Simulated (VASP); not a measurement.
# BP (F-43m) in VASP: vibrations by perturbation theory with PBEsol

Aim: the vibrations by perturbation theory of BP with PBEsol.

Everything below comes from runs of VASP 6.6.1. Logs are shortened: lines on timing, memory, paths and dates and some standing lists are left out, and cuts for length are marked.

## (1) The cell of the first run

It takes space group F-43m (No. 216, cubic). Conventional cell: a = 4.520 Å, b = 4.520 Å, c = 4.520 Å, α = 90.00°, β = 90.00°, γ = 90.00°. Within 2.6 Å of B (site symmetry -43m) lie 4 P at 1.96 Å. P (site symmetry -43m) has 4 B at 1.96 Å within 2.6 Å.

## (2) Vibrations by perturbation theory, PBEsol

Contents of INCAR:

```
SYSTEM = BP
PREC     = Accurate       ! precision mode
ENCUT    = 500            ! plane-wave cutoff, eV
EDIFF    = 1E-8           ! SCF threshold, eV
ISMEAR   = 0              ! smearing method
SIGMA    = 0.01           ! smearing width, eV
LREAL    = .False.        ! projectors in reciprocal space
LASPH    = .True.         ! aspherical terms in the spheres
NELM     = 120            ! most SCF steps
ALGO     = Normal         ! electronic algorithm
ISIF     = 2              ! what is computed and relaxed
LWAVE    = .False.        ! write WAVECAR
LCHARG   = .False.        ! write CHGCAR
GGA      = PS             ! functional
NBANDS   = 11             ! bands
IBRION   = 8              ! ionic algorithm
NSW      = 1              ! ionic steps
GGA_COMPAT= .False.
```

Contents of KPOINTS:

```
Automatic mesh
0
Gamma
  12 12 12
  0 0 0
```

Contents of POSCAR:

```
BP
1.0
    0.0000000000      2.2600633005      2.2600633005
    2.2600633005      0.0000000000      2.2600633005
    2.2600633005      2.2600633005      0.0000000000
B P
1 1
Direct
    0.0000000000      0.0000000000      0.0000000000
    0.2500000000      0.2500000000      0.2500000000
```

Potentials or basis: VASP PAW PBE potentials, release 64 (B, P).

Run with:

```
> cat potpaw_PBE.64/B/POTCAR potpaw_PBE.64/P/POTCAR > POTCAR
> mpirun -np 1 vasp_std > vasp.out
```

OUTCAR:

```text
SYSTEM = BP
   PREC = Accurate
   ENCUT = 500
   EDIFF = 1E-8
   ISMEAR = 0
   LREAL = .False.
   LASPH = .True.
   NELM = 120
   ISIF = 2
   GGA = PS
   IBRION = 8
   NSW = 1

 ion  position               nearest neighbor table
   1  0.000  0.000  0.000-   2 1.96   2 1.96   2 1.96   2 1.96
   2  0.250  0.250  0.250-   1 1.96   1 1.96   1 1.96   1 1.96

  LATTYP: Found a face centered cubic cell.
 ALAT       =     4.5201266010

  Lattice vectors:

 A1 = (   0.0000000000,   2.2600633005,   2.2600633005)
 A2 = (   2.2600633005,   0.0000000000,   2.2600633005)
 A3 = (   2.2600633005,   2.2600633005,   0.0000000000)

Analysis of symmetry for initial positions (statically):
=====================================================================
 Subroutine PRICEL returns:
 Original cell was already a primitive cell.

 Routine SETGRP: Setting up the symmetry group for a
 face centered cubic supercell.

 Subroutine GETGRP returns: Found 24 space group operations
 (whereof 24 operations were pure point group operations)
 out of a pool of 48 trial point group operations.

The static configuration has the point symmetry T_d .

Analysis of symmetry for dynamics (positions and initial velocities):
=====================================================================
 Subroutine PRICEL returns:
 Original cell was already a primitive cell.

 Routine SETGRP: Setting up the symmetry group for a
 face centered cubic supercell.

 Subroutine GETGRP returns: Found 24 space group operations
 (whereof 24 operations were pure point group operations)
 out of a pool of 48 trial point group operations.

The dynamic configuration has the point symmetry T_d .

 Subroutine INISYM returns: Found 24 space group operations
 (whereof 24 operations are pure point group operations),
 and found     1 'primitive' translations

----------------------------------------------------------------------------------------

                                     Primitive cell

  volume of cell :      23.0883

  direct lattice vectors                    reciprocal lattice vectors
     0.000000000  2.260063301  2.260063301    -0.221232742  0.221232742  0.221232742
     2.260063301  0.000000000  2.260063301     0.221232742 -0.221232742  0.221232742
     2.260063301  2.260063301  0.000000000     0.221232742  0.221232742 -0.221232742

  length of vectors
     3.196212171  3.196212171  3.196212171     0.383186349  0.383186349  0.383186349

  position of ions in fractional coordinates (direct lattice)
     0.000000000  0.000000000  0.000000000
     0.250000000  0.250000000  0.250000000

  ion indices of the primitive-cell ions
   primitive index   ion index
                 1           1
                 2           2

----------------------------------------------------------------------------------------

 KPOINTS: Automatic mesh

Automatic generation of k-mesh.
 Grid dimensions read from file:
 generate k-points for:   12   12   12

 Generating k-lattice:

  Cartesian coordinates                     Fractional coordinates (reciprocal lattice)
    -0.018436062  0.018436062  0.018436062     0.083333333  0.000000000  0.000000000
     0.018436062 -0.018436062  0.018436062     0.000000000  0.083333333  0.000000000
     0.018436062  0.018436062 -0.018436062     0.000000000  0.000000000  0.083333333

  Length of vectors
     0.031932196  0.031932196  0.031932196

  Shift w.r.t. Gamma in fractional coordinates (k-lattice)
     0.000000000  0.000000000  0.000000000

 Subroutine IBZKPT returns following result:
 ===========================================

 Found     72 irreducible k-points:

 Following reciprocal coordinates:
            Coordinates               Weight
  0.000000  0.000000  0.000000      1.000000
  0.083333  0.000000  0.000000      8.000000
  0.166667  0.000000  0.000000      8.000000
  0.250000  0.000000  0.000000      8.000000
  0.333333  0.000000  0.000000      8.000000
  0.416667  0.000000  0.000000      8.000000
[... 16 lines left out ...]
  0.500000  0.166667  0.000000     24.000000
 -0.416667  0.166667  0.000000     24.000000
 [... further k-points ...]
[... 19 lines left out ...]
   LREAL  =      F    real-space projection
   EDIFFG = 0.1E-06   stopping-criterion for IOM
   NSW    =      1    number of steps for IOM
   IBRION =      8    ionic relax: 0-MD 1-quasi-New 2-CG
   NFREE  =      0    steps in history (QN), initial steepest desc. (CG)
   ISIF   =      2    stress and relaxation
   ISYM   =      2    0-nonsym 1-usesym 2-fastsym
   POTIM  = 0.5000    time-step for ionic-motion
   TEBEG  =    0.0;   TEEND  =   0.0 temperature during run
   PSTRESS=    0.0 pullay stress
   NELECT =       8.0000    total number of electrons
   NUPDOWN=      -1.0000    fix difference up-down
   EMIN   =  10.00;   EMAX   =-10.00  energy-range for DOS
   EFERMI =   0.00;   METHOD = LEGACY
   ISMEAR =     0;   SIGMA  =   0.01  broadening in eV -4-tet -1-fermi 0-gaus
   EFERMI_NEDOS =   21; number of points for ismear=-14 and -15
   IALGO  =     38    algorithm
   IMIX   =      4    mixing-type and parameters
     AMIX     =   0.40;   BMIX     =  1.00
     AMIX_MAG =   1.60;   BMIX_MAG =  1.00
  volume/ion in A,a.u.               =      11.54        77.90
  Fermi-wavevector in a.u.,A,eV,Ry     =   1.149849  2.172900 17.988986  1.322153
  Thomas-Fermi vector in A             =   2.286517
   LORBIT       =      0    0 simple, 1 ext, 2 COOP (PROOUT), +10 PAW based schemes
   GGA     = PS    functional components
   LHFCALC =     F    Hartree Fock is set to
   AEXX    =    0.0000 exact exchange contribution
   IVDW    =     0    specifies the selected vdW correction
   LEPSILON=     F    determine dielectric tensor
   LRPA    =     F    only Hartree local field effects (RPA)
 non-spin polarized calculation
 Gauss-broadening in eV      SIGMA  =   0.01
  energy-cutoff  :      500.00
  volume of cell :       23.09
 maximum number of plane-waves:       604
   NGX = 11   NGY = 11   NGZ = 11

--------------------------------------- Ionic step        1  -------------------------------------------

 number of electron       8.0000001 magnetization

 Free energy of the ion-electron system (eV)
  ---------------------------------------------------
  ext. energy  EPLUGINS =         0.00000000
  ---------------------------------------------------
  free energy    TOTEN  =       -13.67359586 eV

  energy without entropy =      -13.67359586  energy(sigma->0) =      -13.67359586

 E-fermi :   7.5992     XC(G=0): -11.0958

 val. band max:        7.5460731454   @ k =   0.0000   0.0000   0.0000
 cond. band min:       8.6551900384   @ k =   0.4167   0.4167   0.0000
 fundamental gap:      1.1091168930
 Fermi energy:         7.5991903787

 k-point     1 :       0.0000    0.0000    0.0000
  band No.  band energies     occupation
      1      -8.0583      2.00000
      2       7.5461      2.00000
      3       7.5461      2.00000
      4       7.5461      2.00000
      5      10.9204      0.00000
      6      10.9204      0.00000
      7      10.9204      0.00000
      8      15.0684      0.00000
      9      18.8702      0.00000
     10      19.7026      0.00000
     11      19.7026      0.00000
[... 309 lines left out ...]
 k-point    24 :      -0.4167    0.1667    0.0000
  band No.  band energies     occupation
      1      -4.3331      2.00000
      2      -1.1625      2.00000
      3       3.5800      2.00000
      4       5.1916      2.00000
      5      11.0154      0.00000
      6      13.6410      0.00000
      7      13.8597      0.00000
      8      17.9425      0.00000
      9      19.4712      0.00000
     10      20.3624      0.00000
     11      23.5761      0.00000

 [... further k-points ...]
[... 5 lines left out ...]
  --------------------------------------------------------------------------------------
  -------------------------------------------------------------------------------------
  Total        0.0164618      0.0164618      0.0164618      0.0000000     -0.0000000      0.0000000
  in kB        1.1423390      1.1423390      1.1423390      0.0000000     -0.0000000      0.0000000
  external PRESSURE =       1.1423390 kB  Pullay stress =       0.0000000 kB

 VOLUME and BASIS-vectors are now :
 -----------------------------------------------------------------------------
  energy-cutoff  :      500.00
  volume of cell :       23.09
      direct lattice vectors                 reciprocal lattice vectors
     0.000000000  2.260063301  2.260063301    -0.221232742  0.221232742  0.221232742
     2.260063301  0.000000000  2.260063301     0.221232742 -0.221232742  0.221232742
     2.260063301  2.260063301  0.000000000     0.221232742  0.221232742 -0.221232742

 POSITION                                       TOTAL-FORCE (eV/Angst)
 -----------------------------------------------------------------------------------
      0.00000      0.00000      0.00000         0.000000      0.000000      0.000000
      1.13003      1.13003      1.13003        -0.000000     -0.000000     -0.000000
 -----------------------------------------------------------------------------------
    total drift:                                0.000000      0.000000      0.000000

  FREE ENERGIE OF THE ION-ELECTRON SYSTEM (eV)
  ---------------------------------------------------
  free  energy   TOTEN  =       -13.6735958604 eV

  energy  without entropy=      -13.6735958604  energy(sigma->0) =      -13.67359586

[... ionic steps 2 to 3 ...]

--------------------------------------- Ionic step        4  -------------------------------------------

------------------------ aborting loop because EDIFF is reached ----------------------------------------

[... ionic steps 5 to 6 ...]

--------------------------------------- Ionic step        7  -------------------------------------------

 Free energy of the ion-electron system (eV)
  ---------------------------------------------------
  ---------------------------------------------------
  free energy    TOTEN  =        -0.04071297 eV

  energy without entropy =       -0.04071297

------------------------ aborting loop because EDIFF is reached ----------------------------------------

 INTERNAL STRAIN TENSOR  FOR ION    2  DIRECTION 1   (eV/Angst):
 -----------------------------------------------------------------------------
     0.00456  0.00000  0.00000
     0.00000  0.00008 -7.53028
     0.00000 -7.53028  0.00008

 INTERNAL STRAIN TENSOR FOR ION    2 for displacements in x,y,z  (eV/Angst):
          X           Y           Z          XY          YZ          ZX
  --------------------------------------------------------------------------------
  x     0.00000     0.00000     0.00000     0.00000    -7.53028     0.00000
  y    -0.00000     0.00000    -0.00000     0.00000     0.00000    -7.53028
  z     0.00000     0.00000     0.00000    -7.53028     0.00000     0.00000

 SECOND DERIVATIVES (NOT SYMMETRIZED)
 ------------------------------------
               1X          1Y          1Z          2X          2Y          2Z
  1X   -19.364475    0.000000    0.000000   19.364475    0.000000    0.000000
  1Y     0.000000  -19.364475    0.000000    0.000000   19.364475    0.000000
  1Z     0.000000    0.000000  -19.364475    0.000000    0.000000   19.364475
  2X    19.368914    0.000000    0.000000  -19.368914    0.000000    0.000000
  2Y     0.000000   19.368914    0.000000    0.000000  -19.368914    0.000000
  2Z     0.000000    0.000000   19.368914    0.000000    0.000000  -19.368914

 Eigenvectors and eigenvalues of the dynamical matrix
 ----------------------------------------------------

   1 f  =   24.302172 THz   152.695049 2PiTHz  810.633197 cm-1   100.505662 meV
             X         Y         Z           dx          dy          dz
      0.000000  0.000000  0.000000     0.000000    0.860945    0.000000
      1.130032  1.130032  1.130032     0.000000   -0.508698    0.000000
[... 21 lines left out ...]
   6 f/i=    0.001220 THz     0.007665 2PiTHz    0.040691 cm-1     0.005045 meV
             X         Y         Z           dx          dy          dz
      0.000000  0.000000  0.000000     0.000000    0.000000   -0.508698
      1.130032  1.130032  1.130032     0.000000    0.000000   -0.860945

--------------------------------------------------------------------------------------------------------

 ELASTIC MODULI CONTR FROM IONIC RELAXATION (kBar)
 Direction    XX          YY          ZZ          XY          YZ          ZX
 --------------------------------------------------------------------------------
 XX          -0.0000     -0.0000     -0.0000      0.0000      0.0000     -0.0000
 YY          -0.0000     -0.0000     -0.0000      0.0000      0.0000      0.0000
 ZZ          -0.0000     -0.0000     -0.0000      0.0000      0.0000     -0.0000
 XY           0.0000      0.0000      0.0000   -214.3065     -0.0000     -0.0000
 YZ           0.0000      0.0000      0.0000      0.0000   -214.3065      0.0000
 ZX          -0.0000      0.0000     -0.0000      0.0000      0.0000   -214.3065
 --------------------------------------------------------------------------------
```

Wall time 74 s (1 thread of Intel Xeon Platinum 8375C at 2.90GHz (Ice Lake), shared host); peak memory 0.26 GiB.

Results:

```
Highest phonon frequency at Γ, LO-TO splitting left out : 811 cm⁻¹
```

Phonon frequencies in cm⁻¹ (negative: imaginary):
| q point | frequencies |
| --- | --- |
| (0.000, 0.000, 0.000) | 0 0 0 811 811 811 |

Caveat: the PAW data sets were made with another functional, which shifts forces and pressure a little.
